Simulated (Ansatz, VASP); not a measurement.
# One calculation of HfO2, two programs

The input INCAR:

```
SYSTEM = HfO2
  ALGO = Normal
  EDIFF = 1E-6
  ENCUT = 600
  GGA = PS
  GGA_COMPAT = .FALSE.
  ISIF = 2
  ISMEAR = 0
  LASPH = .TRUE.
  LCHARG = .FALSE.
  LREAL = .FALSE.
  LWAVE = .FALSE.
  NBANDS = 18
  NELM = 120
  PREC = Accurate
  SIGMA = 0.02
```

The input KPOINTS:

```
k-points
0
G
  8 8 8
  0 0 0
```

The input POSCAR:

```
HfO2
1.0
    0.0000000000      2.5222516844      2.5222516844
    2.5222516844      0.0000000000      2.5222516844
    2.5222516844      2.5222516844      0.0000000000
Hf O
1 2
Direct
    0.0000000000      0.0000000000      0.0000000000
    0.2500000000      0.2500000000      0.2500000000
    0.7500000000      0.7500000000      0.7500000000
```

Input for Ansatz:

```yaml
crystal:
  lattice:
    - [0.0, 2.5222516844, 2.5222516844]
    - [2.5222516844, 0.0, 2.5222516844]
    - [2.5222516844, 2.5222516844, 0.0]
  atoms:
    - { symbol: Hf, position: [0.0, 0.0, 0.0] }
    - { symbol: O, position: [0.25, 0.25, 0.25] }
    - { symbol: O, position: [0.75, 0.75, 0.75] }
basis:
  ecutwfc: 420
kpoints:
  mp_grid: { grid: [8, 8, 8] }
  band_path:
    path:
      - [[0.0, 0.0, 0.0], [0.5, 0.0, 0.5], [0.625, 0.25, 0.625]]
      - [[0.375, 0.375, 0.75], [0.0, 0.0, 0.0], [0.5, 0.5, 0.5], [0.5, 0.25, 0.75], [0.5, 0.0, 0.5]]
    npoints: 10
hamiltonian:
  xc: pbesol
  pseudopotentials: { kind: paw, azcp: { folder: soft_1 } }
scf:
  occupations: { method: gaussian, width: 0.02 }
  n_extra_bands: 7
output:
  forces: true
  stress: true
  eigenvalues: true
```

Alike in both runs: task single point; functional PBEsol; k mesh 8 × 8 × 8; occupations gaussian, width 0.02 eV; no spin polarisation.

|  | VASP | Ansatz |
| --- | --- | --- |
| version | VASP 6.6.1 | Ansatz 0.2.0 |
| potentials or method | VASP PAW PBE potentials, release 64 (Hf_pv, O), cutoff 600 eV | scalar-relativistic, plane waves, PAW |
| valence electrons in the cell | 22 | 38 |

|  | VASP | Ansatz | Ansatz less VASP |
| --- | --- | --- | --- |
| gap on the k mesh at the Fermi level (eV) | 3.71 | 3.69 | -0.023 |
| least direct gap on the mesh (eV) | 3.71 | 3.69 | -0.023 |
| pressure (GPa) | -4.0 | 0.0 | +4.04 |

VASP's potentials were made for PBE, not for PBEsol, and Ansatz warns of the same on its side. One of these differences is far larger than is usual between the two programs; its cause wasn't traced. With one functional, cell and mesh, what is left measures potentials, basis and numerics. VASP's potentials hold 22 valence electrons a cell and Ansatz's 38, so a difference there can come from the potentials and not from the codes.

Neither program's run includes spin-orbit coupling.
